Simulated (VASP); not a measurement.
Write the native input for VASP 6.6.1 that does the following.

```yaml
Task: single point
Functional: PBE
Potentials_or_basis: VASP PAW PBE potentials, release 64 (Os)
Cutoff: 600 eV
k_mesh: 9 × 9 × 4
Occupations: gaussian, width 0.1 eV
Spin: no spin polarisation
Dipole_correction: no
Further_INCAR_settings: ALGO = Normal; EDIFF = 1e-06; NBANDS = 15
```

The structure of Os lies in POSCAR:

```
Os
1.0
    2.7400013676      0.0000000000      0.0000000000
   -1.3700006838      2.3729107908      0.0000000000
    0.0000000000      0.0000000000      4.3264621595
Os
2
Direct
    0.3333333333      0.6666666667      0.7500000000
    0.6666666667      0.3333333333      0.2500000000
```

These files were run (other wordings do the same):

INCAR

```
SYSTEM = Os
  PREC = Accurate
  ENCUT = 600
  EDIFF = 1E-6
  ISMEAR = 0
  SIGMA = 0.1
  LREAL = .False.
  LASPH = .True.
  NELM = 120
  ALGO = Normal
  ISIF = 2
  LWAVE = .False.
  LCHARG = .False.
  GGA = PE
  NBANDS = 15
  GGA_COMPAT = .False.
```

KPOINTS

```
Automatic mesh
0
Gamma
  9 9 4
  0 0 0
```

Potentials or basis: VASP PAW PBE potentials, release 64 (Os).

Launch:

```bash
$ cat potpaw_PBE.64/Os/POTCAR > POTCAR
$ mpirun -np 1 vasp_std > vasp.out
```

It gave:

- Pressure: 6.2 GPa
- Band gap on the k mesh: zero (bands 8 and 9 overlap by 3.80 eV)

Caveat: the k points lie up to 0.36 Å⁻¹ apart, too coarse for converged energies and pressures of a metal; spin-orbit coupling is left out, which moves the levels of the heavy elements.

It took 14 s on 1 thread of Intel Xeon 8259CL, on a shared host, peak memory 0.16 GiB.
